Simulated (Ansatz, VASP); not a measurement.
C in VASP and in Ansatz

The input INCAR:

```
SYSTEM = C
PREC     = Accurate       ! precision mode
ENCUT    = 600            ! plane-wave cutoff, eV
EDIFF    = 1E-6           ! SCF threshold, eV
ISMEAR   = -1             ! smearing method
SIGMA    = 0.3            ! smearing width, eV
LREAL    = .False.        ! projectors in reciprocal space
LASPH    = .True.         ! aspherical terms in the spheres
NELM     = 120            ! most SCF steps
ALGO     = Normal         ! electronic algorithm
ISIF     = 2              ! what is computed and relaxed
LWAVE    = .False.        ! write WAVECAR
LCHARG   = .False.        ! write CHGCAR
GGA      = PS             ! functional
NBANDS   = 11             ! bands
GGA_COMPAT= .False.
```

Contents of KPOINTS:

```
regular mesh
0
Gamma
  11 11 7
  0 0 0
```

Contents of POSCAR:

```
C
1.0
    2.1273200000     -1.2282820000      0.0000000000
    2.1273200000      1.2282820000      0.0000000000
   -1.3790700000      0.0000000000      3.5028300000
C
2
Direct
    0.8333560000      0.8333560000      0.0000930000
    0.1666440000      0.1666440000      0.9999070000
```

Input for Ansatz:

```yaml
crystal:
  lattice:
    - [2.12732, -1.228282, 0.0]
    - [2.12732, 1.228282, 0.0]
    - [-1.37907, 0.0, 3.50283]
  atoms:
    - { symbol: C, position: [0.833356, 0.833356, 9.3e-05] }
    - { symbol: C, position: [0.166644, 0.166644, 0.999907] }
basis:
  ecutwfc: 470.0
  ecutrho_ratio: 4
kpoints:
  mp_grid:
    grid: [11, 11, 7]
    shift: [0.0, 0.0, 0.0]
hamiltonian:
  xc: pbesol
scf:
  convergence:
    dr2_threshold: 1.0e-07
  mixing:
    algorithm: broyden
    preconditioner: kerker
  occupations:
    method: fermi_dirac
    width: 0.3
output:
  forces: true
  stress: true
```

Alike in both runs: task single point; functional PBEsol; k mesh 11 × 11 × 7; occupations fermi-dirac, width 0.3 eV; no spin polarisation.

|  | VASP | Ansatz |
| --- | --- | --- |
| version | VASP 6.6.1 | Ansatz 0.2.0 |
| potentials or method | VASP PAW PBE potentials, release 64 (C), cutoff 600 eV | plane waves, PAW |
| valence electrons in the cell | 8 | 8 |

Ansatz gave:

| Item | Value |
| --- | --- |
| pressure (GPa) | 1.0 |
| traceless stress, the component that is largest in VASP (GPa) | -0.59 |

Problem. Estimate VASP's values.

Solution. Pressure (GPa): 1.2; traceless stress, the component that is largest in VASP (GPa): -1.13.

VASP's potentials were made for PBE, not for PBEsol. Ansatz's warnings: stress scf threshold loose.
